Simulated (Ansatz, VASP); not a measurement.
## One calculation of AlN, two programs

Contents of POSCAR:

```
AlN
1.0
    0.0000000000      2.0188684454      2.0188684454
    2.0087741032      0.0000000000      2.0188684454
    2.0087741032      2.0188684454      0.0000000000
Al N
1 1
Direct
    0.0000000000      0.0000000000      0.0000000000
    0.5000000000      0.5000000000      0.5000000000
```

Contents of INCAR.step1:

```
SYSTEM = AlN
PREC = Accurate ; ENCUT = 520
EDIFF = 1E-5 ; ISMEAR = 0
SIGMA = 0.01 ; LREAL = .False.
LASPH = .True. ; NELM = 80
ALGO = Normal ; ISIF = 2
LWAVE = .True. ; LCHARG = .False.
NBANDS = 11 ; GGA = PE
```

File INCAR.step2:

```
SYSTEM = AlN
PREC = Accurate ; ENCUT = 520
EDIFF = 1E-7 ; ISMEAR = 0
SIGMA = 0.01 ; LREAL = .False.
LASPH = .True. ; NELM = 80
ALGO = Normal ; ISIF = 2
LWAVE = .False. ; LCHARG = .False.
GGA = PE ; LHFCALC = .True.
HFSCREEN = 0.2079 ; PRECFOCK = Normal
NBANDS = 11 ; ISTART = 1
```

Contents of KPOINTS:

```
regular mesh
0
Gamma
  8 8 8
  0 0 0
```

Input for Ansatz:

```yaml
crystal:
  lattice:
    - [0.0, 2.0188684454, 2.0188684454]
    - [2.0087741032, 0.0, 2.0188684454]
    - [2.0087741032, 2.0188684454, 0.0]
  atoms:
    - { symbol: Al, position: [0.0, 0.0, 0.0] }
    - { symbol: "N", position: [0.5, 0.5, 0.5] }
kpoints:
  mp_grid: { grid: [8, 8, 8] }
  band_path:
    path:
      - [0.0, 0.0, 0.0]
      - [0.5, 0.0, 0.5]
      - [0.625, 0.25, 0.625]
      - [0.375, 0.375, 0.75]
      - [0.5, 0.5, 0.5]
      - [0.5, 0.25, 0.75]
      - [0.0, 0.5, 0.5]
    npoints: 1
hamiltonian:
  xc: hse06
scf:
  occupations: { method: fixed }
  n_extra_bands: 4
output:
  forces: true
  stress: true
  eigenvalues: true
```

Change from the starting cell: uniaxial_x strain -0.5%.

Alike in both runs: task single point; functional HSE06; k mesh 8 × 8 × 8; no spin polarisation.

|  | VASP | Ansatz |
| --- | --- | --- |
| version | VASP 6.6.1 | Ansatz 0.2.0 |
| potentials or method | VASP PAW PBE potentials, release 64 (Al, N) | plane waves, PAW |
| plane-wave cutoff (eV) | 520 | 420 |
| occupations | gaussian, width 0.01 eV | fixed |
| valence electrons in the cell | 8 | 8 |

Ansatz gave:

| Property | Result |
| --- | --- |
| gap on the k mesh at the Fermi level (eV) | 6.09 |
| pressure (GPa) | -0.1 |
| traceless stress, the component that is largest in VASP (GPa) | 1.00 |

Which values does VASP return?

gap on the k mesh at the Fermi level (eV): 6.02; pressure (GPa): 0.0; traceless stress, the component that is largest in VASP (GPa): 0.99.

Ansatz's warnings: stress exchange threshold loose, stress scf threshold loose.
